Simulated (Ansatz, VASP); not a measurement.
# Two plane-wave programs on GaN

Contents of INCAR:

```
SYSTEM = GaN
PREC = Accurate
ENCUT = 520
EDIFF = 1E-6
ISMEAR = 0
SIGMA = 0.05
LREAL = .False.
LASPH = .True.
NELM = 80
ALGO = Normal
ISIF = 2
LWAVE = .False.
LCHARG = .True.
GGA = PE
LELF = .True.
LVHAR = .True.
NBANDS = 26
```

Contents of KPOINTS:

```
Automatic mesh
0
Gamma
  12 12 6
  0 0 0
```

The input POSCAR:

```
GaN
1.0
    3.3149817792      0.0000000000      0.0000000000
   -1.6574908896      2.8708584339      0.0000000000
    0.0000000000      0.0000000000      5.2430304311
Ga N
2 2
Direct
    0.3333333333      0.6666666667      0.9991316867
    0.6666666667      0.3333333333      0.4991316867
    0.3333333333      0.6666666667      0.3758683133
    0.6666666667      0.3333333333      0.8758683133
```

Input for Ansatz:

```yaml
crystal:
  lattice:
    - [3.3149817792, 0.0, 0.0]
    - [-1.6574908896, 2.8708584339, 0.0]
    - [0.0, 0.0, 5.2430304311]
  atoms:
    - { symbol: Ga, position: [0.3333333333, 0.6666666667, 0.9991316867] }
    - { symbol: Ga, position: [0.6666666667, 0.3333333333, 0.4991316867] }
    - { symbol: "N", position: [0.3333333333, 0.6666666667, 0.3758683133] }
    - { symbol: "N", position: [0.6666666667, 0.3333333333, 0.8758683133] }
basis:
  ecutwfc: 420
kpoints:
  mp_grid: { grid: [12, 12, 6] }
hamiltonian:
  xc: pbe
scf:
  occupations: { method: gaussian, width: 0.05 }
output:
  forces: true
  stress: true
  eigenvalues: true
```

Change from the starting cell: strain +0.030 along x and y, +0.000 along z, atoms carried along.

Alike in both runs: task single point; functional PBE; k mesh 12 × 12 × 6; occupations gaussian, width 0.05 eV; no spin polarisation.

|  | VASP | Ansatz |
| --- | --- | --- |
| version | VASP 6.6.1 | Ansatz 0.2.0 |
| potentials or method | VASP PAW PBE potentials, release 64 (Ga_d, N), cutoff 520 eV | scalar-relativistic, plane waves, PAW |
| valence electrons in the cell | 36 | 36 |

|  | VASP | Ansatz | Ansatz less VASP |
| --- | --- | --- | --- |
| gap on the k mesh at the Fermi level (eV) | 1.33 | 1.33 | -0.001 |
| least direct gap on the mesh (eV) | 1.33 | 1.33 | -0.001 |
| pressure (GPa) | -8.5 | -8.7 | -0.25 |
| traceless stress, the component that is largest in VASP (GPa) | 5.84 | 5.84 | +0.001 |
| rms of the force components (eV/Å) | 0.117 | 0.119 | +0.0020 |

Atom by atom the forces differ by 0.002 eV/Å (rms over components).
